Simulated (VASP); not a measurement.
# KI (Fm-3m) in VASP: further runs, part 3 of 3

VASP 6.6.1. The steps go on from the part before.

**5. Electric field gradients, PBEsol (volume scaled by 1.01)**

The input, INCAR:

```
ALGO = Normal
EDIFF = 1E-8
ENCUT = 520
GGA = PS
ISIF = 2
ISMEAR = -1
LASPH = T
LCHARG = F
LEFG = T
LREAL = F
LWAVE = F
NBANDS = 15
NELM = 80
PREC = Accurate
SIGMA = 0.01
```

The input, KPOINTS:

```
k-points
0
Gamma
  8 8 8
```

The input, POSCAR:

```
KI
1.0
    0.0000000000      3.5362595545      3.5362595545
    3.5362595545      0.0000000000      3.5362595545
    3.5362595545      3.5362595545      0.0000000000
K I
1 1
Direct
    0.0000000000      0.0000000000      0.0000000000
    0.5000000000      0.5000000000      0.5000000000
```

Potentials or basis: VASP PAW PBE potentials, release 64 (K_sv, I).

On the command line:

```bash
> cat potpaw_PBE.64/K_sv/POTCAR potpaw_PBE.64/I/POTCAR > POTCAR
> mpirun -np 1 vasp_std > vasp.out
```

OUTCAR:

```text
EDIFF = 1E-8
   ENCUT = 520
   GGA = PS
   ISIF = 2
   ISMEAR = -1
   LASPH = T
   LREAL = F
   NELM = 80
   PREC = Accurate

 ion  position               nearest neighbor table
   1  0.000  0.000  0.000-   2 3.54   2 3.54   2 3.54   2 3.54   2 3.54   2 3.54
   2  0.500  0.500  0.500-   1 3.54   1 3.54   1 3.54   1 3.54   1 3.54   1 3.54

  LATTYP: Found a face centered cubic cell.
 ALAT       =     7.0725191090

  Lattice vectors:

 A1 = (   0.0000000000,   3.5362595545,   3.5362595545)
 A2 = (   3.5362595545,   0.0000000000,   3.5362595545)
 A3 = (   3.5362595545,   3.5362595545,   0.0000000000)

Analysis of symmetry for initial positions (statically):
=====================================================================
 Subroutine PRICEL returns:
 Original cell was already a primitive cell.

 Routine SETGRP: Setting up the symmetry group for a
 face centered cubic supercell.

 Subroutine GETGRP returns: Found 48 space group operations
[... 619 lines left out ...]
  volume of cell :       88.44
      direct lattice vectors                 reciprocal lattice vectors
     0.000000000  3.536259554  3.536259554    -0.141392336  0.141392336  0.141392336
     3.536259554  0.000000000  3.536259554     0.141392336 -0.141392336  0.141392336
     3.536259554  3.536259554  0.000000000     0.141392336  0.141392336 -0.141392336

 POSITION                                       TOTAL-FORCE (eV/Angst)
 -----------------------------------------------------------------------------------
      0.00000      0.00000      0.00000         0.000000      0.000000      0.000000
      3.53626      3.53626      3.53626        -0.000000     -0.000000     -0.000000
 -----------------------------------------------------------------------------------
    total drift:                                0.000000     -0.000000     -0.000000

  FREE ENERGIE OF THE ION-ELECTRON SYSTEM (eV)
  ---------------------------------------------------
  free  energy   TOTEN  =        -5.8142103975 eV

  energy  without entropy=       -5.8142103975  energy(sigma->0) =       -5.81421040

 Electric field gradients (V/A^2)
---------------------------------------------------------------------
 ion       V_xx      V_yy      V_zz      V_xy      V_xz      V_yz
---------------------------------------------------------------------
   1      -0.000    -0.000     0.000    -0.000    -0.000    -0.000
   2       0.000    -0.000     0.000    -0.000    -0.000    -0.000
---------------------------------------------------------------------

 Electric field gradients after diagonalization (V/A^2)
 (convention: |V_zz| > |V_xx| > |V_yy|)
----------------------------------------------------------------------
 ion       V_xx      V_yy      V_zz     asymmetry (V_yy - V_xx)/ V_zz
----------------------------------------------------------------------
   1       0.000     0.000    -0.001       0.000
   2       0.000     0.000    -0.000       0.000
----------------------------------------------------------------------

           NMR quadrupolar parameters

 Cq : quadrupolar parameter    Cq=e*Q*V_zz/h
 eta: asymmetry parameters     (V_yy - V_xx)/ V_zz
 Q  : nuclear electric quadrupole moment in mb (millibarn)
----------------------------------------------------------------------
 ion       Cq(MHz)       eta       Q (mb)
----------------------------------------------------------------------
   1      -0.000       0.000       1.000
   2      -0.000       0.000       1.000
----------------------------------------------------------------------
```

Run time: 47 s. Hardware: 1 thread of Intel Xeon Platinum 8259CL at 2.50GHz (Skylake/Cascade Lake), shared host; peak memory 0.25 GiB.

Results:

```
Free energy            : -5.8142 eV
Pressure               : -0.3 GPa
Band gap on the k mesh : 3.81 eV, direct
```

Caveat: without QUAD_EFG the Cq values of the log hold for a quadrupole moment of 1 mb, not for the nuclei; the PAW data sets were made with another functional, which shifts forces and pressure a little; spin-orbit coupling is left out, which moves the levels of the heavy elements.

**6. Electric field gradients, PBEsol (volume scaled by 1.04)**

The input, INCAR:

```
SYSTEM = KI
ALGO = Normal
EDIFF = 1E-8
ENCUT = 520
GGA = PS
ISIF = 2
ISMEAR = -1
LASPH = .True.
LCHARG = .False.
LEFG = .True.
LREAL = .False.
LWAVE = .False.
NBANDS = 15
NELM = 80
PREC = Accurate
SIGMA = 0.01
```

The input, KPOINTS:

```
k-points
0
Gamma
  8 8 8
  0 0 0
```

The input, POSCAR:

```
KI
1.0
    0.0000000000      3.5709309767      3.5709309767
    3.5709309767      0.0000000000      3.5709309767
    3.5709309767      3.5709309767      0.0000000000
K I
1 1
Direct
    0.0000000000      0.0000000000      0.0000000000
    0.5000000000      0.5000000000      0.5000000000
```

Potentials or basis: VASP PAW PBE potentials, release 64 (K_sv, I).

On the command line:

```bash
> cat potpaw_PBE.64/K_sv/POTCAR potpaw_PBE.64/I/POTCAR > POTCAR
> mpirun -np 1 vasp_std > vasp.out
```

OUTCAR:

```text
SYSTEM = KI
   EDIFF = 1E-8
   ENCUT = 520
   GGA = PS
   ISIF = 2
   ISMEAR = -1
   LASPH = .True.
   LREAL = .False.
   NELM = 80
   PREC = Accurate

 ion  position               nearest neighbor table
   1  0.000  0.000  0.000-   2 3.57   2 3.57   2 3.57   2 3.57   2 3.57   2 3.57
   2  0.500  0.500  0.500-   1 3.57   1 3.57   1 3.57   1 3.57   1 3.57   1 3.57

  LATTYP: Found a face centered cubic cell.
 ALAT       =     7.1418619534

  Lattice vectors:

 A1 = (   0.0000000000,   3.5709309767,   3.5709309767)
 A2 = (   3.5709309767,   0.0000000000,   3.5709309767)
 A3 = (   3.5709309767,   3.5709309767,   0.0000000000)

Analysis of symmetry for initial positions (statically):
=====================================================================
 Subroutine PRICEL returns:
 Original cell was already a primitive cell.

 Routine SETGRP: Setting up the symmetry group for a
 face centered cubic supercell.

 Subroutine GETGRP returns: Found 48 space group operations
 (whereof 48 operations were pure point group operations)
 out of a pool of 48 trial point group operations.

The static configuration has the point symmetry O_h .

Analysis of symmetry for dynamics (positions and initial velocities):
=====================================================================
 Subroutine PRICEL returns:
 Original cell was already a primitive cell.

 Routine SETGRP: Setting up the symmetry group for a
 face centered cubic supercell.

 Subroutine GETGRP returns: Found 48 space group operations
 (whereof 48 operations were pure point group operations)
 out of a pool of 48 trial point group operations.

The dynamic configuration has the point symmetry O_h .
[... 166 lines left out ...]
     11       5.7738      0.00000
     12       5.7738      0.00000
     13       6.4914      0.00000
     14       6.4914      0.00000
[... 401 lines left out ...]
      2     -12.6994      2.00000
      3     -12.6175      2.00000
      4     -12.6098      2.00000
      5     -10.9418      2.00000
      6      -1.7391      2.00000
      7      -1.1930      2.00000
      8      -1.0376      2.00000
      9       5.2113      0.00000
     10       6.0602      0.00000
     11       6.5154      0.00000
     12       7.4763      0.00000
     13       7.8637      0.00000
     14       8.1842      0.00000
     15       8.9878      0.00000

 [... further k-points ...]
[... 5 lines left out ...]
  --------------------------------------------------------------------------------------
  -------------------------------------------------------------------------------------
  Total       -0.3280291     -0.3280291     -0.3280291      0.0000000      0.0000000      0.0000000
  in kB       -5.7709671     -5.7709671     -5.7709671      0.0000000      0.0000000      0.0000000
  external PRESSURE =      -5.7709671 kB  Pullay stress =       0.0000000 kB

 VOLUME and BASIS-vectors are now :
 -----------------------------------------------------------------------------
  energy-cutoff  :      520.00
  volume of cell :       91.07
      direct lattice vectors                 reciprocal lattice vectors
     0.000000000  3.570930977  3.570930977    -0.140019508  0.140019508  0.140019508
     3.570930977  0.000000000  3.570930977     0.140019508 -0.140019508  0.140019508
     3.570930977  3.570930977  0.000000000     0.140019508  0.140019508 -0.140019508

 POSITION                                       TOTAL-FORCE (eV/Angst)
 -----------------------------------------------------------------------------------
      0.00000      0.00000      0.00000         0.000000     -0.000000      0.000000
      3.57093      3.57093      3.57093        -0.000000      0.000000      0.000000
 -----------------------------------------------------------------------------------
    total drift:                                0.000000     -0.000000     -0.000000

  FREE ENERGIE OF THE ION-ELECTRON SYSTEM (eV)
  ---------------------------------------------------
  free  energy   TOTEN  =        -5.8072593389 eV

  energy  without entropy=       -5.8072593389  energy(sigma->0) =       -5.80725934

 Electric field gradients (V/A^2)
---------------------------------------------------------------------
 ion       V_xx      V_yy      V_zz      V_xy      V_xz      V_yz
---------------------------------------------------------------------
   1       0.000    -0.000     0.000    -0.000    -0.000    -0.000
   2      -0.000    -0.000     0.000    -0.000    -0.000    -0.000
---------------------------------------------------------------------

 Electric field gradients after diagonalization (V/A^2)
 (convention: |V_zz| > |V_xx| > |V_yy|)
----------------------------------------------------------------------
 ion       V_xx      V_yy      V_zz     asymmetry (V_yy - V_xx)/ V_zz
----------------------------------------------------------------------
   1       0.000     0.000    -0.001       0.000
   2       0.000     0.000    -0.000       0.000
----------------------------------------------------------------------

           NMR quadrupolar parameters

 Cq : quadrupolar parameter    Cq=e*Q*V_zz/h
 eta: asymmetry parameters     (V_yy - V_xx)/ V_zz
 Q  : nuclear electric quadrupole moment in mb (millibarn)
----------------------------------------------------------------------
 ion       Cq(MHz)       eta       Q (mb)
----------------------------------------------------------------------
   1      -0.000       0.000       1.000
   2      -0.000       0.000       1.000
----------------------------------------------------------------------
```

stdout:

```text
POSCAR found type information on POSCAR K I
 POSCAR found :  2 types and       2 ions
 scaLAPACK will be used
 -----------------------------------------------------------------------------
|                                                                             |
|                                                                             |
|     You enforced a specific xc type in the INCAR file but a different       |
|     I HOPE YOU KNOW WHAT YOU ARE DOING!                                     |
|                                                                             |
 -----------------------------------------------------------------------------

 LDA part: xc-table for (Slater+PW92), standard interpolation
 POSCAR, INCAR and KPOINTS ok, starting setup
 FFT: planning ... GRIDC
 FFT: planning ... GRID_SOFT
 FFT: planning ... GRID
 WAVECAR not read
 entering main loop
ion   1

ion   2
```

Wall time 47 s (1 thread of Intel Xeon Platinum 8259CL at 2.50GHz (Skylake/Cascade Lake), shared host); peak memory 0.25 GiB.

Results:

```
Free energy            : -5.8073 eV
Pressure               : -0.6 GPa
Band gap on the k mesh : 3.75 eV, direct
```

Levels at points of the mesh, in eV from the valence-band top:
| k point | band 4 | band 5 | band 6 | band 7 | band 8 | band 9 | band 10 | band 11 | band 12 | band 13 |
| --- | --- | --- | --- | --- | --- | --- | --- | --- | --- | --- |
| (0.00, 0.00, 0.00) | -11.93 | -10.49 | 0.00 | 0.00 | 0.00 | 3.75 | 6.44 | 6.44 | 6.44 | 7.16 |
| (0.50, 0.00, 0.00) | -11.93 | -10.24 | -1.28 | -0.32 | -0.32 | 5.35 | 7.51 | 8.00 | 8.00 | 8.61 |
| (0.50, 0.50, 0.00) | -11.95 | -10.36 | -0.97 | -0.36 | -0.36 | 4.88 | 5.60 | 8.04 | 8.50 | 8.57 |

Caveat: without QUAD_EFG the Cq values of the log hold for a quadrupole moment of 1 mb, not for the nuclei; the PAW data sets were made with another functional, which shifts forces and pressure a little; spin-orbit coupling is left out, which moves the levels of the heavy elements. A k mesh can miss the band edges.

**7. Overview**

```csv
cell,gap on the mesh (eV),pressure (GPa)
"a = 4.883 Å, angles 60.0°, 2 atoms",3.97,0.6
"a = 4.951 Å, angles 60.0°, 2 atoms",3.87,0.1
"a = 5.001 Å, angles 60.0°, 2 atoms",3.81,-0.3
"a = 5.050 Å, angles 60.0°, 2 atoms",3.75,-0.6
```

Alike in all rows: task electric field gradients; level PBEsol; potentials or basis VASP PAW PBE potentials, release 64 (K_sv, I); no spin polarisation; k mesh 8 × 8 × 8; cutoff (eV) 520; smearing fermi-dirac 0.01 eV.

Caveats: the PAW data sets were made with another functional, which shifts forces and pressure a little; spin-orbit coupling is left out, which moves the levels of the heavy elements.

Absolute energies hang on the potentials; compare differences alone.
